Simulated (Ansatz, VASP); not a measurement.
# Two plane-wave programs on Pt

Contents of INCAR:

```
PREC = Accurate
ENCUT = 520
EDIFF = 1E-7
ISMEAR = 0
SIGMA = 0.15
LREAL = F
LASPH = T
NELM = 80
ALGO = Fast
ISIF = 2
LWAVE = F
LCHARG = F
GGA = PE
NBANDS = 11
```

KPOINTS

```
Automatic mesh
0
Gamma
  22 22 22
```

The input POSCAR:

```
Pt
1.0
    0.0000000000      2.3162557236      1.5743590153
    2.3162557236      0.0000000000      1.5743590153
    2.3162557236      2.3162557236      0.0000000000
Pt
1
Direct
    0.0000000000      0.0000000000      0.0000000000
```

Input for Ansatz:

```yaml
crystal:
  lattice:
    - [0.0, 2.3162557236, 1.5743590153]
    - [2.3162557236, 0.0, 1.5743590153]
    - [2.3162557236, 2.3162557236, 0.0]
  atoms:
    - { symbol: Pt, position: [0.0, 0.0, 0.0] }
basis:
  ecutwfc: 420
kpoints:
  mp_grid: { grid: [22, 22, 22] }
hamiltonian:
  xc: pbe
  pseudopotentials: { kind: paw, azcp: { folder: soft_1 } }
scf:
  occupations: { method: gaussian, width: 0.15 }
output:
  forces: true
  stress: true
  eigenvalues: true
```

Alike in both runs: task single point; functional PBE; k mesh 22 × 22 × 22; occupations gaussian, width 0.15 eV; no spin polarisation.

|  | VASP | Ansatz |
| --- | --- | --- |
| version | VASP 6.6.1 | Ansatz 0.2.0 |
| potentials or method | VASP PAW PBE potentials, release 64 (Pt), cutoff 520 eV | scalar-relativistic, plane waves, PAW |
| valence electrons in the cell | 10 | 18 |

|  | VASP | Ansatz | Ansatz less VASP |
| --- | --- | --- | --- |
| gap on the k mesh at the Fermi level (eV) | none | none | - |
| pressure (GPa) | -13.3 | -13.0 | +0.32 |
| traceless stress, the component that is largest in VASP (GPa) | -2.10 | -2.12 | -0.021 |

A gap of «none» marks a metal or a gap that the smearing closes. VASP's potentials hold 10 valence electrons a cell and Ansatz's 18, so a difference there can come from the potentials and not from the codes.

Neither program's run includes spin-orbit coupling.
